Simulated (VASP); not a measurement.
# CdSe (P2_1) in VASP: a series of runs

The runs below take CdSe through single point, with PBE.

Everything below comes from runs of VASP 6.6.1. Logs are shortened: lines on timing, memory, paths and dates and some standing lists are left out, and cuts for length are marked.

## Step 1: The cell of the first run

It takes space group P2_1 (No. 4, monoclinic). The conventional cell has a = 4.271 Å, b = 7.015 Å, c = 4.299 Å, α = 90.00°, β = 119.35°, γ = 90.00°. Within 3.5 Å of Cd (site symmetry 1) lie 4 Se at 2.62 to 2.65 Å. Within 3.5 Å of Se (site symmetry 1) lie 4 Cd at 2.62 to 2.65 Å.

## Step 2: Single point, PBE (strain +0.0150 x Voigt [0, 0, 0, 0, 0, 1])

INCAR reads:

```
PREC = Accurate
ENCUT = 520
EDIFF = 1E-7
ISMEAR = 0
SIGMA = 0.05
LREAL = False
LASPH = True
NELM = 80
ALGO = Normal
ISIF = 2
LWAVE = False
LCHARG = False
GGA = PE
NBANDS = 26
```

KPOINTS reads:

```
Automatic mesh
0
Gamma
  6 6 4
```

POSCAR reads:

```
CdSe
1.0
    4.2984999142      0.0322387494      0.0000000000
   -2.1213303812      3.7064907492      0.0000000000
    0.0000000000      0.0000000000      7.0152000000
Cd Se
2 2
Direct
    0.6666666667      0.3333333333      0.0000000000
    0.3333333333      0.6666666667      0.5000000000
    0.6666666667      0.3333333333      0.3750000000
    0.3333333333      0.6666666667      0.8750000000
```

Potentials or basis: VASP PAW PBE potentials, release 64 (Cd, Se).

The run is started by

```console
cat potpaw_PBE.64/Cd/POTCAR potpaw_PBE.64/Se/POTCAR > POTCAR
mpirun -np 1 vasp_std > vasp.out
```

OUTCAR:

```text
PREC = Accurate
   ENCUT = 520
   EDIFF = 1E-7
   ISMEAR = 0
   LREAL = False
   LASPH = True
   NELM = 80
   ISIF = 2
   GGA = PE

 ion  position               nearest neighbor table
   1  0.667  0.333  0.000-   4 2.62   3 2.63   4 2.63   4 2.65
   2  0.333  0.667  0.500-   3 2.62   4 2.63   3 2.63   3 2.65
   3  0.667  0.333  0.375-   2 2.62   1 2.63   2 2.63   2 2.65
   4  0.333  0.667  0.875-   1 2.62   2 2.63   1 2.63   1 2.65

  Warning from LATTYP: Monoclinic adjustment (A1->A3, A2->A1, A3->A2)!
  LATTYP: Found a simple monoclinic cell.
 ALAT       =     4.2706107596
 B/A-ratio  =     1.6426690220
 C/A-ratio  =     1.0065587921
 COS(beta)  =    -0.4902045493

  Lattice vectors:

 A1 = (  -2.1213303812,   3.7064907492,   0.0000000000)
 A2 = (   0.0000000000,   0.0000000000,   7.0152000000)
 A3 = (   4.2984999142,   0.0322387494,   0.0000000000)

Analysis of symmetry for initial positions (statically):
=====================================================================
 Subroutine PRICEL returns:
 Original cell was already a primitive cell.

 Routine SETGRP: Setting up the symmetry group for a
 simple monoclinic supercell.

 Subroutine GETGRP returns: Found  2 space group operations
 (whereof  1 operations were pure point group operations)
 out of a pool of  4 trial point group operations.

The static configuration has the point symmetry C_1 .
 The point group associated with its full space group is C_2 .

Analysis of symmetry for dynamics (positions and initial velocities):
=====================================================================
 Subroutine PRICEL returns:
 Original cell was already a primitive cell.

 Routine SETGRP: Setting up the symmetry group for a
 simple monoclinic supercell.

 Subroutine GETGRP returns: Found  2 space group operations
 (whereof  1 operations were pure point group operations)
 out of a pool of  4 trial point group operations.

The dynamic configuration has the point symmetry C_1 .
 The point group associated with its full space group is C_2 .

 Subroutine INISYM returns: Found  2 space group operations
 (whereof  1 operations are pure point group operations),
 and found     1 'primitive' translations

----------------------------------------------------------------------------------------

                                     Primitive cell

  volume of cell :     112.2484

  direct lattice vectors                    reciprocal lattice vectors
     4.298499914  0.032238749  0.000000000     0.231644970  0.132577024  0.000000000
    -2.121330381  3.706490749  0.000000000    -0.002014829  0.268643833  0.000000000
     0.000000000  0.000000000  7.015200000     0.000000000  0.000000000  0.142547611

  length of vectors
     4.298620808  4.270610760  7.015200000     0.266900842  0.268651389  0.142547611

  position of ions in fractional coordinates (direct lattice)
     0.666666667  0.333333333  0.000000000
     0.333333333  0.666666667  0.500000000
     0.666666667  0.333333333  0.375000000
     0.333333333  0.666666667  0.875000000

  ion indices of the primitive-cell ions
   primitive index   ion index
                 1           1
                 2           2
                 3           3
                 4           4

----------------------------------------------------------------------------------------

 KPOINTS: Automatic mesh

Automatic generation of k-mesh.
 Grid dimensions read from file:
 generate k-points for:    6    6    4

 Generating k-lattice:

  Cartesian coordinates                     Fractional coordinates (reciprocal lattice)
     0.038607495  0.022096171  0.000000000     0.166666667  0.000000000  0.000000000
    -0.000335805  0.044773972  0.000000000     0.000000000  0.166666667  0.000000000
     0.000000000  0.000000000  0.035636903     0.000000000  0.000000000  0.250000000

  Length of vectors
     0.044483474  0.044775231  0.035636903

  Shift w.r.t. Gamma in fractional coordinates (k-lattice)
     0.000000000  0.000000000  0.000000000

 Subroutine IBZKPT returns following result:
 ===========================================

 Found     60 irreducible k-points:

 Following reciprocal coordinates:
            Coordinates               Weight
  0.000000  0.000000  0.000000      1.000000
  0.166667  0.000000  0.000000      2.000000
  0.333333  0.000000  0.000000      2.000000
  0.500000  0.000000  0.000000      1.000000
 -0.000000  0.166667  0.000000      2.000000
  0.166667  0.166667  0.000000      2.000000
[... 16 lines left out ...]
  0.333333  0.000000  0.250000      4.000000
  0.500000  0.000000  0.250000      2.000000
 [... further k-points ...]
   k-points           NKPTS =     60   k-points in BZ     NKDIM =     60   number of bands    NBANDS=     26
   number of dos      NEDOS =    301   number of ions     NIONS =      4
   total plane-waves  NPLWV =  55296
   dimension x,y,z NGX =    32 NGY =   32 NGZ =   54
   dimension x,y,z NGXF=    64 NGYF=   64 NGZF=  108
   ions per type =               2   2
   NGX,Y,Z   is equivalent  to a cutoff of  12.38, 12.46, 12.80 a.u.
   NGXF,Y,Z  is equivalent  to a cutoff of  24.75, 24.91, 25.59 a.u.
 SYSTEM =  unknown system
   PREC   = accura    normal or accurate (medium, high low for compatibility)
   ISTART =      0    job   : 0-new  1-cont  2-samecut
   ICHARG =      2    charge: 1-file 2-atom 10-const
   ISPIN  =      1    spin polarized calculation?
   LNONCOLLINEAR =      F non collinear calculations
   LSORBIT =      F    spin-orbit coupling
   LASPH  =      T    aspherical Exc in radial PAW
   ENCUT  =  520.0 eV  38.22 Ry    6.18 a.u.   7.99  7.94 13.04*2*pi/ulx,y,z
   NELM   =     80;   NELMIN=  2; NELMDL= -5     # of ELM steps
   EDIFF  = 0.1E-06   stopping-criterion for ELM
   LREAL  =      F    real-space projection
   EDIFFG = 0.1E-05   stopping-criterion for IOM
   NSW    =      0    number of steps for IOM
   IBRION =     -1    ionic relax: 0-MD 1-quasi-New 2-CG
   NFREE  =      0    steps in history (QN), initial steepest desc. (CG)
   ISIF   =      2    stress and relaxation
   ISYM   =      2    0-nonsym 1-usesym 2-fastsym
   POTIM  = 0.5000    time-step for ionic-motion
   TEBEG  =    0.0;   TEEND  =   0.0 temperature during run
   PSTRESS=    0.0 pullay stress
   NELECT =      36.0000    total number of electrons
   NUPDOWN=      -1.0000    fix difference up-down
   EMIN   =  10.00;   EMAX   =-10.00  energy-range for DOS
   EFERMI =   0.00;   METHOD = LEGACY
   ISMEAR =     0;   SIGMA  =   0.05  broadening in eV -4-tet -1-fermi 0-gaus
   EFERMI_NEDOS =   21; number of points for ismear=-14 and -15
   IALGO  =     38    algorithm
   IMIX   =      4    mixing-type and parameters
     AMIX     =   0.40;   BMIX     =  1.00
     AMIX_MAG =   1.60;   BMIX_MAG =  1.00
  volume/ion in A,a.u.               =      28.06       189.37
  Fermi-wavevector in a.u.,A,eV,Ry     =   1.120596  2.117619 17.085309  1.255735
  Thomas-Fermi vector in A             =   2.257243
   LORBIT       =      0    0 simple, 1 ext, 2 COOP (PROOUT), +10 PAW based schemes
   GGA     = PE    functional components
   LHFCALC =     F    Hartree Fock is set to
   AEXX    =    0.0000 exact exchange contribution
   IVDW    =     0    specifies the selected vdW correction
   LEPSILON=     F    determine dielectric tensor
   LRPA    =     F    only Hartree local field effects (RPA)
 non-spin polarized calculation
 Gauss-broadening in eV      SIGMA  =   0.05
  energy-cutoff  :      520.00
  volume of cell :      112.25
 maximum number of plane-waves:      3044
   NGX = 15   NGY = 15   NGZ = 27

 number of electron      35.9999999 magnetization

 Free energy of the ion-electron system (eV)
  ---------------------------------------------------
  ext. energy  EPLUGINS =         0.00000000
  ---------------------------------------------------
  free energy    TOTEN  =       -10.91553534 eV

  energy without entropy =      -10.91553534  energy(sigma->0) =      -10.91553534

 E-fermi :   1.1923     XC(G=0):  -8.8898

 val. band max:        0.9913254531   @ k =   0.0000   0.0000   0.0000
 cond. band min:       1.6357621506   @ k =   0.0000   0.0000   0.0000
 fundamental gap:      0.6444366975
 Fermi energy:         1.1923138324

 k-point     1 :       0.0000    0.0000    0.0000
  band No.  band energies     occupation
      1     -11.6475      2.00000
      2     -11.2670      2.00000
      3      -6.9755      2.00000
      4      -6.9665      2.00000
      5      -6.9592      2.00000
      6      -6.8952      2.00000
[... 18 lines left out ...]
     25       8.0685      0.00000
     26       8.6940      0.00000

 k-point     2 :       0.1667    0.0000    0.0000
  band No.  band energies     occupation
      1     -11.5661      2.00000
      2     -11.2309      2.00000
      3      -6.9515      2.00000
      4      -6.9389      2.00000
      5      -6.8961      2.00000
      6      -6.8560      2.00000
[... 18 lines left out ...]
     25       8.2408      0.00000
     26       8.6762      0.00000

 k-point     3 :       0.3333    0.0000    0.0000
  band No.  band energies     occupation
      1     -11.3885      2.00000
      2     -11.1701      2.00000
      3      -6.9101      2.00000
      4      -6.8955      2.00000
      5      -6.7813      2.00000
      6      -6.7786      2.00000
[... 18 lines left out ...]
     25       8.7870      0.00000
     26       9.1581      0.00000

 k-point     4 :       0.5000    0.0000    0.0000
  band No.  band energies     occupation
      1     -11.2825      2.00000
      2     -11.1554      2.00000
      3      -6.8955      2.00000
      4      -6.8809      2.00000
      5      -6.7423      2.00000
      6      -6.7149      2.00000
[... 18 lines left out ...]
     25       8.9106      0.00000
     26      10.6323      0.00000
[... 496 lines left out ...]
      1     -11.5158      2.00000
      2     -11.2783      2.00000
      3      -6.9326      2.00000
      4      -6.9280      2.00000
      5      -6.8835      2.00000
      6      -6.8695      2.00000
[... 18 lines left out ...]
     25       8.2841      0.00000
     26       8.3669      0.00000

 k-point    23 :       0.3333    0.0000    0.2500
  band No.  band energies     occupation
      1     -11.3538      2.00000
      2     -11.1990      2.00000
      3      -6.9015      2.00000
      4      -6.8782      2.00000
      5      -6.8097      2.00000
      6      -6.7951      2.00000
[... 18 lines left out ...]
     25       8.4952      0.00000
     26       9.5686      0.00000

 k-point    24 :       0.5000    0.0000    0.2500
  band No.  band energies     occupation
      1     -11.2605      2.00000
      2     -11.1704      2.00000
      3      -6.8922      2.00000
      4      -6.8596      2.00000
      5      -6.7832      2.00000
      6      -6.7605      2.00000
[... 18 lines left out ...]
     25       9.1600      0.00000
     26      10.3359      0.00000

 [... further k-points ...]

------------------------ aborting loop because EDIFF is reached ----------------------------------------

  FORCE on cell =-STRESS in cart. coord.  units (eV):
  Direction    XX          YY          ZZ          XY          YZ          ZX
  --------------------------------------------------------------------------------------
  -------------------------------------------------------------------------------------
  Total        2.3017353      2.2950245      2.4178256     -0.3798671      0.0000000      0.0000000
  in kB       32.8538187     32.7580320     34.5108343     -5.4220337      0.0000000      0.0000000
  external PRESSURE =      33.3742283 kB  Pullay stress =       0.0000000 kB

 VOLUME and BASIS-vectors are now :
 -----------------------------------------------------------------------------
  energy-cutoff  :      520.00
  volume of cell :      112.25
      direct lattice vectors                 reciprocal lattice vectors
     4.298499914  0.032238749  0.000000000     0.231644970  0.132577024  0.000000000
    -2.121330381  3.706490749  0.000000000    -0.002014829  0.268643833  0.000000000
     0.000000000  0.000000000  7.015200000     0.000000000  0.000000000  0.142547611

 POSITION                                       TOTAL-FORCE (eV/Angst)
 -----------------------------------------------------------------------------------
      2.15856      1.25699      0.00000         0.089271     -0.001852     -0.017964
      0.01861      2.48174      3.50760        -0.089271      0.001852     -0.017964
      2.15856      1.25699      2.63070         0.107725     -0.002087      0.017964
      0.01861      2.48174      6.13830        -0.107725      0.002087      0.017964
 -----------------------------------------------------------------------------------
    total drift:                               -0.000000     -0.000000      0.000107

  FREE ENERGIE OF THE ION-ELECTRON SYSTEM (eV)
  ---------------------------------------------------
  free  energy   TOTEN  =       -10.9155353385 eV

  energy  without entropy=      -10.9155353385  energy(sigma->0) =      -10.91553534
```

Wall time 88 s (1 thread of Intel Xeon Platinum 8488C (Sapphire Rapids), shared host); peak memory 0.32 GiB.

What came out:

```yaml
Free_energy: -10.9155 eV
Pressure: 3.3 GPa
Largest_force: 0.109 eV/Å
Band_gap_on_the_k_mesh: 0.64 eV
```

Forces on the atoms (eV/Å):
```
Cd   0.089 -0.002 -0.018
Cd  -0.089  0.002 -0.018
Se   0.108 -0.002  0.018
Se  -0.108  0.002  0.018
```

Levels at points of the mesh, in eV from the valence-band top:
```csv
k point,band 15,band 16,band 17,band 18,band 19,band 20,band 21,band 22
"(0.00, 0.00, 0.00)",-0.77,-0.08,-0.05,0.00,0.64,2.19,5.77,5.90
"(0.50, 0.00, 0.00)",-2.73,-1.84,-1.37,-0.73,3.23,3.38,4.73,6.10
"(0.00, 0.50, 0.00)",-2.71,-1.89,-1.37,-0.78,3.19,3.31,4.74,6.12
"(0.50, 0.50, 0.00)",-2.68,-1.94,-1.38,-0.82,3.16,3.24,4.75,6.15
"(0.00, 0.00, 0.50)",-0.45,-0.45,-0.40,-0.40,2.36,2.36,5.84,5.84
"(0.50, 0.00, 0.50)",-1.41,-1.41,-1.33,-1.33,2.94,2.94,4.85,4.85
"(0.00, 0.50, 0.50)",-1.41,-1.41,-1.37,-1.37,2.91,2.91,4.83,4.83
"(0.50, 0.50, 0.50)",-1.43,-1.43,-1.39,-1.39,2.87,2.87,4.82,4.82
```

Caveat: the cell differs from its parent crystal (strain +0.0150 x Voigt [0, 0, 0, 0, 0, 1]); the cell stands under pressure; semilocal functionals underestimate gaps, and a narrow one can read as zero.

## Step 3: Single point, PBE (strain +0.0050 x Voigt [0, 0, 0, 0, 0, 1])

Edit INCAR of step 2 so:

```diff
@@ -7,3 +7,3 @@
 LASPH = True
-NELM = 80
+NELM = 60
 ALGO = Normal
```

KPOINTS reads:

```
regular mesh
0
Gamma
  6 6 4
```

Edit POSCAR of step 2 so:

```diff
@@ -2,4 +2,4 @@
 1.0
-    4.2984999142      0.0322387494      0.0000000000
-   -2.1213303812      3.7064907492      0.0000000000
+    4.2984999142      0.0107462498      0.0000000000
+   -2.1399434318      3.7172369990      0.0000000000
     0.0000000000      0.0000000000      7.0152000000
```

Potentials or basis: VASP PAW PBE potentials, release 64 (Cd, Se).

The run is started by

```console
cat potpaw_PBE.64/Cd/POTCAR potpaw_PBE.64/Se/POTCAR > POTCAR
mpirun -np 1 vasp_std > vasp.out
```

Run time: 91 s. Hardware: 1 thread of Intel Xeon Platinum 8488C (Sapphire Rapids), shared host; peak memory 0.32 GiB.

Results (log left out):

* Free energy: -10.9181 eV
* Pressure: 3.3 GPa
* Largest force: 0.041 eV/Å
* Band gap on the k mesh: 0.66 eV

Forces in eV/Å, atoms in the order of the input:
```
Cd   0.030  0.000 -0.020
Cd  -0.030  0.000 -0.020
Se   0.036  0.000  0.020
Se  -0.036  0.000  0.020
```

Stress tensor (GPa, compression positive):
```
 3.27 -0.18  0.00
-0.18  3.26  0.00
 0.00  0.00  3.45
```

Levels at points of the mesh, in eV from the valence-band top:
```csv
k point,band 15,band 16,band 17,band 18,band 19,band 20,band 21,band 22
"(0.00, 0.00, 0.00)",-0.77,-0.06,-0.02,0.00,0.66,2.21,5.83,5.87
"(0.50, 0.00, 0.00)",-2.70,-1.86,-1.36,-0.75,3.22,3.35,4.75,6.13
"(0.00, 0.50, 0.00)",-2.69,-1.88,-1.36,-0.76,3.21,3.32,4.76,6.14
"(0.50, 0.50, 0.00)",-2.68,-1.89,-1.36,-0.78,3.20,3.30,4.76,6.15
"(0.00, 0.00, 0.50)",-0.42,-0.42,-0.40,-0.40,2.37,2.37,5.85,5.85
"(0.50, 0.00, 0.50)",-1.39,-1.39,-1.35,-1.35,2.93,2.93,4.85,4.85
"(0.00, 0.50, 0.50)",-1.39,-1.39,-1.36,-1.36,2.92,2.92,4.85,4.85
"(0.50, 0.50, 0.50)",-1.38,-1.38,-1.38,-1.38,2.91,2.91,4.84,4.84
```

Caveat: the cell differs from its parent crystal (strain +0.0050 x Voigt [0, 0, 0, 0, 0, 1]); the cell stands under pressure; semilocal functionals underestimate gaps, and a narrow one can read as zero.
